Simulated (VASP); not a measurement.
# ZnCd2Te2 in VASP: further runs

Runs on ZnCd2Te2. Level: PBE. Tasks: single point.

Program: VASP 6.6.1. These are calculated values, not measurements. Logs are shortened: lines on timing, memory, paths and dates and some standing lists are left out, and cuts for length are marked.

## Step 1: The cell of the first run

The cell holds a slab with vacuum, 5 atoms: a = 4.679 Å, b = 4.679 Å, c = 20.081 Å, α = 90.00°, β = 90.00°, γ = 120.00°.

## Step 2: Single point, PBE

File INCAR:

```
SYSTEM = ZnCd2Te2
PREC = Accurate
ENCUT = 520
EDIFF = 1E-6
ISMEAR = 0
SIGMA = 0.05
LREAL = .FALSE.
LASPH = .TRUE.
NELM = 80
ALGO = Normal
ISIF = 2
LWAVE = .FALSE.
LCHARG = .TRUE.
LDIPOL = .TRUE.
IDIPOL = 3
DIPOL = 0.5 0.5 0.369
GGA = PE
LELF = .TRUE.
LVHAR = .TRUE.
LVACPOTAV = .TRUE.
NBANDS = 32
```

File KPOINTS:

```
Automatic mesh
0
G
  6 6 1
  0 0 0
```

File POSCAR:

```
ZnCd2Te2
1.0
    4.6794578583      0.0000000000      0.0000000000
   -2.3397289292      4.0525293813      0.0000000000
    0.0000000000      0.0000000000     20.0807280860
Te Cd Zn
2 2 1
Direct
    0.0000000000      0.0000000000      0.1991959646
    0.3333333333      0.6666666667      0.4037116126
    0.3333333333      0.6666666667      0.2467634796
    0.6666666667      0.3333333333      0.4273116019
    0.6666666667      0.5555555556      0.5688090905
```

Potentials or basis: VASP PAW PBE potentials, release 64 (Te, Cd, Zn).

Command:

```console
$ cat potpaw_PBE.64/Te/POTCAR potpaw_PBE.64/Cd/POTCAR potpaw_PBE.64/Zn/POTCAR > POTCAR
$ mpirun -np 1 vasp_std > vasp.out
```

OUTCAR:

```text
SYSTEM = ZnCd2Te2
   PREC = Accurate
   ENCUT = 520
   EDIFF = 1E-6
   ISMEAR = 0
   LREAL = .FALSE.
   LASPH = .TRUE.
   NELM = 80
   ISIF = 2
   GGA = PE

 ion  position               nearest neighbor table
   1  0.000  0.000  0.199-   3 2.87   3 2.87   3 2.87
   2  0.333  0.667  0.404-   4 2.74   4 2.74   4 2.74   3 3.15
   3  0.333  0.667  0.247-   1 2.87   1 2.87   1 2.87   2 3.15
   4  0.667  0.333  0.427-   2 2.74   2 2.74   2 2.74   5 3.03
   5  0.667  0.556  0.569-   4 3.03

  LATTYP: Found a hexagonal cell.
 ALAT       =     4.6794578583
 C/A-ratio  =     4.2912509727

  Lattice vectors:

 A1 = (   4.6794578583,   0.0000000000,   0.0000000000)
 A2 = (  -2.3397289292,   4.0525293813,   0.0000000000)
 A3 = (   0.0000000000,   0.0000000000,  20.0807280860)

Analysis of symmetry for initial positions (statically):
=====================================================================
 Subroutine PRICEL returns:
 Original cell was already a primitive cell.

 Routine SETGRP: Setting up the symmetry group for a
 hexagonal supercell.

 Subroutine GETGRP returns: Found  1 space group operations
 (whereof  1 operations were pure point group operations)
 out of a pool of 24 trial point group operations.

The static configuration has the point symmetry C_1 .

Analysis of symmetry for dynamics (positions and initial velocities):
=====================================================================
 Subroutine PRICEL returns:
 Original cell was already a primitive cell.

 Routine SETGRP: Setting up the symmetry group for a
 hexagonal supercell.

 Subroutine GETGRP returns: Found  1 space group operations
 (whereof  1 operations were pure point group operations)
 out of a pool of 24 trial point group operations.

The dynamic configuration has the point symmetry C_1 .

 Subroutine INISYM returns: Found  1 space group operations
 (whereof  1 operations are pure point group operations),
 and found     1 'primitive' translations

----------------------------------------------------------------------------------------

                                     Primitive cell

  volume of cell :     380.8037

  direct lattice vectors                    reciprocal lattice vectors
     4.679457858  0.000000000  0.000000000     0.213699969  0.123379735  0.000000000
    -2.339728929  4.052529381  0.000000000     0.000000000  0.246759469  0.000000000
     0.000000000  0.000000000 20.080728086     0.000000000  0.000000000  0.049798991

  length of vectors
     4.679457858  4.679457858 20.080728086     0.246759469  0.246759469  0.049798991

  position of ions in fractional coordinates (direct lattice)
     0.000000000  0.000000000  0.199195965
     0.333333333  0.666666667  0.403711613
     0.333333333  0.666666667  0.246763480
     0.666666667  0.333333333  0.427311602
     0.666666667  0.555555556  0.568809090

  ion indices of the primitive-cell ions
   primitive index   ion index
                 1           1
                 2           2
                 3           3
                 4           4
                 5           5

----------------------------------------------------------------------------------------

 KPOINTS: Automatic mesh

Automatic generation of k-mesh.
 Grid dimensions read from file:
 generate k-points for:    6    6    1

 Generating k-lattice:

  Cartesian coordinates                     Fractional coordinates (reciprocal lattice)
     0.035616662  0.020563289  0.000000000     0.166666667  0.000000000  0.000000000
     0.000000000  0.041126578  0.000000000     0.000000000  0.166666667  0.000000000
     0.000000000  0.000000000  0.049798991     0.000000000  0.000000000  1.000000000

  Length of vectors
     0.041126578  0.041126578  0.049798991

  Shift w.r.t. Gamma in fractional coordinates (k-lattice)
     0.000000000  0.000000000  0.000000000

 Subroutine IBZKPT returns following result:
 ===========================================

 Found     20 irreducible k-points:

 Following reciprocal coordinates:
            Coordinates               Weight
  0.000000  0.000000  0.000000      1.000000
  0.166667  0.000000  0.000000      2.000000
  0.000000  0.166667  0.000000      2.000000
 -0.166667  0.166667  0.000000      2.000000
  0.333333  0.000000  0.000000      2.000000
  0.000000  0.333333  0.000000      2.000000
[... 12 lines left out ...]
  0.500000 -0.166667  0.000000      2.000000
  0.333333  0.333333  0.000000      2.000000
   k-points           NKPTS =     20   k-points in BZ     NKDIM =     20   number of bands    NBANDS=     32
   number of dos      NEDOS =    301   number of ions     NIONS =      5
   total plane-waves  NPLWV = 194400
   dimension x,y,z NGX =    36 NGY =   36 NGZ =  150
   dimension x,y,z NGXF=    72 NGYF=   72 NGZF=  300
   ions per type =               2   2   1
   NGX,Y,Z   is equivalent  to a cutoff of  12.79, 12.79, 12.42 a.u.
   NGXF,Y,Z  is equivalent  to a cutoff of  25.58, 25.58, 24.84 a.u.
 SYSTEM =  ZnCd2Te2
   PREC   = accura    normal or accurate (medium, high low for compatibility)
   ISTART =      0    job   : 0-new  1-cont  2-samecut
   ICHARG =      2    charge: 1-file 2-atom 10-const
   ISPIN  =      1    spin polarized calculation?
   LNONCOLLINEAR =      F non collinear calculations
   LSORBIT =      F    spin-orbit coupling
   LASPH  =      T    aspherical Exc in radial PAW
   ENCUT  =  520.0 eV  38.22 Ry    6.18 a.u.   8.70  8.70 37.34*2*pi/ulx,y,z
   NELM   =     80;   NELMIN=  2; NELMDL= -5     # of ELM steps
   EDIFF  = 0.1E-05   stopping-criterion for ELM
   LREAL  =      F    real-space projection
   EDIFFG = 0.1E-04   stopping-criterion for IOM
   NSW    =      0    number of steps for IOM
   IBRION =     -1    ionic relax: 0-MD 1-quasi-New 2-CG
   NFREE  =      0    steps in history (QN), initial steepest desc. (CG)
   ISIF   =      2    stress and relaxation
   ISYM   =      2    0-nonsym 1-usesym 2-fastsym
   POTIM  = 0.5000    time-step for ionic-motion
   TEBEG  =    0.0;   TEEND  =   0.0 temperature during run
   PSTRESS=    0.0 pullay stress
   NELECT =      48.0000    total number of electrons
   NUPDOWN=      -1.0000    fix difference up-down
   EMIN   =  10.00;   EMAX   =-10.00  energy-range for DOS
   EFERMI =   0.00;   METHOD = LEGACY
   ISMEAR =     0;   SIGMA  =   0.05  broadening in eV -4-tet -1-fermi 0-gaus
   EFERMI_NEDOS =   21; number of points for ismear=-14 and -15
   IALGO  =     38    algorithm
   IMIX   =      4    mixing-type and parameters
     AMIX     =   0.40;   BMIX     =  1.00
     AMIX_MAG =   1.60;   BMIX_MAG =  1.00
  volume/ion in A,a.u.               =      76.16       513.96
  Fermi-wavevector in a.u.,A,eV,Ry     =   0.820833  1.551150  9.167156  0.673767
  Thomas-Fermi vector in A             =   1.931885
   LORBIT       =      0    0 simple, 1 ext, 2 COOP (PROOUT), +10 PAW based schemes
   GGA     = PE    functional components
   LHFCALC =     F    Hartree Fock is set to
   AEXX    =    0.0000 exact exchange contribution
   IVDW    =     0    specifies the selected vdW correction
   LEPSILON=     F    determine dielectric tensor
   LRPA    =     F    only Hartree local field effects (RPA)
 non-spin polarized calculation
 Gauss-broadening in eV      SIGMA  =   0.05
  energy-cutoff  :      520.00
  volume of cell :      380.80
 maximum number of plane-waves:     10277
   NGX = 17   NGY = 17   NGZ = 75

 number of electron      47.9999981 magnetization

 dipolmoment           0.000000      0.000000     -0.258817 electrons x Angstroem

 Free energy of the ion-electron system (eV)
  ---------------------------------------------------
  ext. energy  EPLUGINS =         0.00000000
  ---------------------------------------------------
  free energy    TOTEN  =        -8.89046747 eV

  energy without entropy =       -8.88890028  energy(sigma->0) =       -8.88968388

 E-fermi :  -1.4277     XC(G=0):  -4.5084

 val. band max:       -1.4277560701   @ k =   0.0000   0.0000   0.0000
 cond. band min:      -1.4275857736   @ k =   0.0000   0.0000   0.0000
 fundamental gap:      0.0001702965
 Fermi energy:        -1.4276709219

 k-point     1 :       0.0000    0.0000    0.0000
  band No.  band energies     occupation
      1     -13.7346      2.00000
      2     -11.6081      2.00000
      3     -11.2227      2.00000
      4     -11.2190      2.00000
      5     -10.9412      2.00000
      6     -10.9226      2.00000
[... 24 lines left out ...]
     31       2.6278      0.00000
     32       3.1607      0.00000

 k-point     2 :       0.1667    0.0000    0.0000
  band No.  band energies     occupation
      1     -13.6614      2.00000
      2     -11.5521      2.00000
      3     -11.1893      2.00000
      4     -11.1841      2.00000
      5     -10.9434      2.00000
      6     -10.9345      2.00000
[... 24 lines left out ...]
     31       2.5841      0.00000
     32       2.8779      0.00000

 k-point     3 :       0.0000    0.1667    0.0000
  band No.  band energies     occupation
      1     -13.6612      2.00000
      2     -11.5521      2.00000
      3     -11.1877      2.00000
      4     -11.1849      2.00000
      5     -10.9516      2.00000
      6     -10.9269      2.00000
[... 24 lines left out ...]
     31       2.5804      0.00000
     32       2.9349      0.00000

 k-point     4 :      -0.1667    0.1667    0.0000
  band No.  band energies     occupation
      1     -13.6609      2.00000
      2     -11.5522      2.00000
      3     -11.1902      2.00000
      4     -11.1840      2.00000
      5     -10.9530      2.00000
      6     -10.9244      2.00000
[... 514 lines left out ...]
     31       3.1988      0.00000
     32       3.3835      0.00000

 k-point    19 :       0.5000   -0.1667    0.0000
  band No.  band energies     occupation
      1     -13.4441      2.00000
      2     -11.3938      2.00000
      3     -11.0937      2.00000
      4     -11.0568      2.00000
      5     -10.9734      2.00000
      6     -10.9335      2.00000
[... 24 lines left out ...]
     31       3.2855      0.00000
     32       3.5701      0.00000

 k-point    20 :       0.3333    0.3333    0.0000
  band No.  band energies     occupation
      1     -13.4088      2.00000
      2     -11.3697      2.00000
      3     -11.0718      2.00000
      4     -11.0493      2.00000
      5     -10.9736      2.00000
      6     -10.9437      2.00000
[... 24 lines left out ...]
     31       3.3168      0.00000
     32       3.8938      0.00000

------------------------ aborting loop because EDIFF is reached ----------------------------------------

  FORCE on cell =-STRESS in cart. coord.  units (eV):
  Direction    XX          YY          ZZ          XY          YZ          ZX
  --------------------------------------------------------------------------------------
  -------------------------------------------------------------------------------------
  Total        0.6745264      0.2968241     -0.3281003     -0.0681594     -0.2448994      0.2516945
  in kB        2.8379736      1.2488451     -1.3804351     -0.2867710     -1.0303791      1.0589689
  external PRESSURE =       0.9021278 kB  Pullay stress =       0.0000000 kB

 VOLUME and BASIS-vectors are now :
 -----------------------------------------------------------------------------
  energy-cutoff  :      520.00
  volume of cell :      380.80
      direct lattice vectors                 reciprocal lattice vectors
     4.679457858  0.000000000  0.000000000     0.213699969  0.123379735  0.000000000
    -2.339728929  4.052529381  0.000000000     0.000000000  0.246759469  0.000000000
     0.000000000  0.000000000 20.080728086     0.000000000  0.000000000  0.049798991

 POSITION                                       TOTAL-FORCE (eV/Angst)
 -----------------------------------------------------------------------------------
      0.00000      0.00000      4.00000        -0.007930      0.010347      0.432101
     -0.00000      2.70169      8.10682        -0.081430      0.060533     -0.265861
     -0.00000      2.70169      4.95519        -0.000871     -0.001059     -0.411872
      2.33973      1.35084      8.58073         0.029339     -0.009049      0.236675
      1.81979      2.25141     11.42210         0.060891     -0.060772      0.008957
 -----------------------------------------------------------------------------------
    total drift:                                0.000298     -0.000060      0.001325

  FREE ENERGIE OF THE ION-ELECTRON SYSTEM (eV)
  ---------------------------------------------------
  free  energy   TOTEN  =        -8.8904674705 eV

  energy  without entropy=       -8.8889002818  energy(sigma->0) =       -8.88968388

 vacuum level on the upper side and lower side of the slab         1.824         4.293
```

Run time: 2.8 min. Hardware: 1 thread of Intel Xeon 6975P-C (Granite Rapids), shared host; peak memory 0.58 GiB.

Results:

- Free energy: -8.8905 eV
- Largest force: 0.432 eV/Å
- Band gap on the k mesh: zero (filled and empty bands touch)

Forces in eV/Å, atoms in the order of the input:
```
Te  -0.008  0.010  0.432
Te  -0.081  0.061 -0.266
Cd  -0.001 -0.001 -0.412
Cd   0.029 -0.009  0.237
Zn   0.061 -0.061  0.009
```

Caveat: spin-orbit coupling is left out, which moves the levels of the heavy elements.

## Step 3: Single point, PBE

File INCAR:

```
PREC = Accurate ; ENCUT = 520
EDIFF = 1E-7 ; ISMEAR = 0
SIGMA = 0.05 ; LREAL = F
LASPH = T ; NELM = 100
ALGO = Normal ; ISIF = 2
LWAVE = F ; LCHARG = T
LDIPOL = T ; IDIPOL = 3
DIPOL = 0.5 0.5 0.373 ; GGA = PE
LELF = T ; LVHAR = T
LVACPOTAV = T ; NBANDS = 32
```

File KPOINTS:

```
Automatic mesh
0
Gamma
  6 6 1
```

POSCAR, as its differences from that of step 2:

```diff
@@ -12,2 +12,2 @@
     0.6666666667      0.3333333333      0.4273116019
-    0.6666666667      0.5555555556      0.5688090905
+    0.6666666667      0.7777777778      0.5858700601
```

Potentials or basis: VASP PAW PBE potentials, release 64 (Te, Cd, Zn).

Command:

```console
$ cat potpaw_PBE.64/Te/POTCAR potpaw_PBE.64/Cd/POTCAR potpaw_PBE.64/Zn/POTCAR > POTCAR
$ mpirun -np 1 vasp_std > vasp.out
```

Run time: 3.2 min. Hardware: 1 thread of Intel Xeon 6975P-C (Granite Rapids), shared host; peak memory 0.61 GiB.

Results (log left out):

```yaml
Free_energy: -8.8070 eV
Largest_force: 0.432 eV/Å
Band_gap_on_the_k_mesh: zero (filled and empty bands touch)
```

Forces on the atoms (eV/Å):
```
Te  -0.005  0.001  0.432
Te  -0.056 -0.015 -0.131
Cd  -0.002 -0.001 -0.416
Cd   0.016  0.022  0.111
Zn   0.047 -0.007  0.003
```

Levels at points of the mesh, in eV from the Fermi level:
| k point | band 20 | band 21 | band 22 | band 23 | band 24 | band 25 | band 26 | band 27 | band 28 | band 29 |
| --- | --- | --- | --- | --- | --- | --- | --- | --- | --- | --- |
| (0.00, 0.00, 0.00) | -1.87 | -1.86 | -1.38 | -0.30 | 0.00 | 0.00 | 1.40 | 1.98 | 3.43 | 3.54 |
| (0.50, 0.00, 0.00) | -2.97 | -2.65 | -2.04 | -0.88 | -0.70 | 0.85 | 1.03 | 1.71 | 2.55 | 3.37 |
| (0.00, 0.50, 0.00) | -3.01 | -2.70 | -1.89 | -0.88 | -0.74 | 0.38 | 1.12 | 2.29 | 2.42 | 3.24 |
| (0.50, 0.50, 0.00) | -3.00 | -2.64 | -1.98 | -0.88 | -0.75 | 0.42 | 1.20 | 2.11 | 2.39 | 3.41 |

Caveat: spin-orbit coupling is left out, which moves the levels of the heavy elements.
